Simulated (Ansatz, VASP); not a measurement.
B: VASP beside Ansatz

The input INCAR:

```
PREC = Accurate
ENCUT = 600
EDIFF = 1E-6
ISMEAR = -1
SIGMA = 0.1
LREAL = F
LASPH = T
NELM = 60
ALGO = Normal
ISIF = 3
LWAVE = F
LCHARG = F
IBRION = 2
NSW = 80
EDIFFG = -0.01
```

The input KPOINTS:

```
regular mesh
0
Gamma
  11 11 15
```

POSCAR

```
B
1.0
    3.3333482670      0.0000000000      0.0000000000
   -1.6666741335      2.8867642789      0.0000000000
    0.0000000000      0.0000000000      2.0433424877
B
3
Direct
    0.0000000000      0.0000000000      0.0000000000
    0.3333333333      0.6666666667      0.5000000000
    0.6666666667      0.3333333333      0.5000000000
```

Input for Ansatz:

```yaml
crystal:
  lattice:
    - [3.333348267, 0.0, 0.0]
    - [-1.6666741335, 2.8867642789, 0.0]
    - [0.0, 0.0, 2.0433424877]
  atoms:
    - { symbol: B, position: [0.0, 0.0, 0.0] }
    - { symbol: B, position: [0.3333333333, 0.6666666667, 0.5] }
    - { symbol: B, position: [0.6666666667, 0.3333333333, 0.5] }
hamiltonian:
  xc: lda
  pseudopotentials:
    kind: paw
    azcp:
      B: "pseudopotentials/B.paw.azcp"
basis:
  ecutwfc: 420
  fft_grid_basis: typed
kpoints:
  mp_grid: { grid: [11, 11, 15], shift: [0, 0, 0] }
magnetization:
  spin_polarized: false
scf:
  occupations: { method: fermi_dirac, width: 0.1 }
relax:
  max_steps: 60
  f_tol: 0.01
  cell: {}
```

Alike in both runs: task relaxation of cell and atoms; functional LDA; k mesh 11 × 11 × 15; occupations fermi-dirac, width 0.1 eV; no spin polarisation.

|  | VASP | Ansatz |
| --- | --- | --- |
| version | VASP 6.6.1 | Ansatz 0.2.0 |
| potentials or method | VASP PAW LDA potentials, release 64 (B), cutoff 600 eV | plane waves (420 eV) with PAW, scalar-relativistic |
| valence electrons in the cell | 9 | 9 |

|  | VASP | Ansatz | Ansatz less VASP |
| --- | --- | --- | --- |
| relaxed volume (Å³/atom) | 5.96 | 6.45 | +0.492 |
| relaxed cell length with the largest relative difference (Å) | 2.015 | 2.788 | +0.7729 |

Ansatz warns that its potentials were made for another functional, while VASP's fit it. LDA's correlation is that of Perdew and Zunger in VASP and of Perdew and Wang (1992) in Ansatz.
